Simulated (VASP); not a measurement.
Write the native input for VASP 6.6.1 that does the following.

* Task: single point
* Functional: PBEsol
* Potentials or basis: VASP PAW PBE potentials, release 64 (Au)
* Cutoff: 520 eV
* k mesh: 20 × 20 × 20
* Occupations: gaussian, width 0.15 eV
* Spin: no spin polarisation
* Dipole correction: no
* Further INCAR settings: ALGO = Normal; EDIFF = 1e-06; NBANDS = 12

The structure of Au lies in POSCAR:

```
Au
1.0
   -1.6158372750      1.6158372750      1.6158372750
    1.6158372750     -1.6158372750      1.6158372750
    1.6158372750      1.6158372750     -1.6158372750
Au
1
Direct
    0.0000000000      0.0000000000      0.0000000000
```

This isn't the form of Au at room conditions, which is fcc.

This cell differs from its parent crystal: strain -0.025 along x and y, -0.025 along z.

These files were run (other wordings do the same):

INCAR

```
PREC = Accurate ; ENCUT = 520
EDIFF = 1E-6 ; ISMEAR = 0
SIGMA = 0.15 ; LREAL = F
LASPH = T ; NELM = 100
ALGO = Normal ; ISIF = 2
LWAVE = F ; LCHARG = F
GGA = PS ; NBANDS = 12
```

KPOINTS

```
Automatic mesh
0
Gamma
  20 20 20
```

Potentials or basis: VASP PAW PBE potentials, release 64 (Au).

Run with:

```bash
$ cat potpaw_PBE.64/Au/POTCAR > POTCAR
$ mpirun -np 1 vasp_std > vasp.out
```

It gave:

```json
{"Pressure": "1.5 GPa", "Band gap on the k mesh": "zero (an odd number of electrons rules out a gap without spin polarisation)"}
```

Caveat: the cell differs from its parent crystal (strain -0.025 along x and y, -0.025 along z); the PAW data sets were made with another functional, which shifts forces and pressure a little; spin-orbit coupling is left out, which moves the levels of the heavy elements.

Run time: 38 s on 1 thread of Intel Xeon 8259CL, on a shared host, peak memory 0.18 GiB.
